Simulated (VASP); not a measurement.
Input of a VASP 6.6.1 run:

File INCAR:

```
  PREC = Accurate
  ENCUT = 600
  EDIFF = 1E-6
  ISMEAR = 0
  SIGMA = 0.1
  LREAL = False
  LASPH = True
  NELM = 80
  ALGO = Normal
  ISIF = 3
  LWAVE = False
  LCHARG = False
  GGA = PE
  IBRION = 2
  NSW = 100
  EDIFFG = -0.01
```

The input KPOINTS:

```
Automatic mesh
0
Gamma
  14 14 14
```

The input POSCAR:

```
CuH3
1.0
    3.2216501401      0.0000000000      0.0000000000
    0.0000000000      3.2216501401      0.0000000000
    0.0000000000      0.0000000000      3.2216501401
Cu H
1 3
Direct
    0.5000000000      0.5000000000      0.5000000000
    0.5000000000      0.5000000000      0.0000000000
    0.5000000000      0.0000000000      0.5000000000
    0.0000000000      0.5000000000      0.5000000000
```

Potentials or basis: VASP PAW PBE potentials, release 64 (Cu, H).

Run with:

```sh
$ cat potpaw_PBE.64/Cu/POTCAR potpaw_PBE.64/H/POTCAR > POTCAR
$ mpirun -np 1 vasp_std > vasp.out
```

**Question.** Predict the space group after relaxing (to 0.1 Å).

**Answer.** Pm-3m (No. 221).

**Question.** What does it give for the band gap on the k mesh?

**Answer.** Zero (bands 7 and 8 overlap by 6.91 eV).

Final structure:
```
Cu H
1.0
     3.22412    0.00000    0.00000
     0.00000    3.22412    0.00000
     0.00000    0.00000    3.22412
Cu H
1 3
Direct
  0.50000 0.50000 0.50000
  0.50000 0.50000 0.00000
  0.50000 0.00000 0.50000
  0.00000 0.50000 0.50000
```
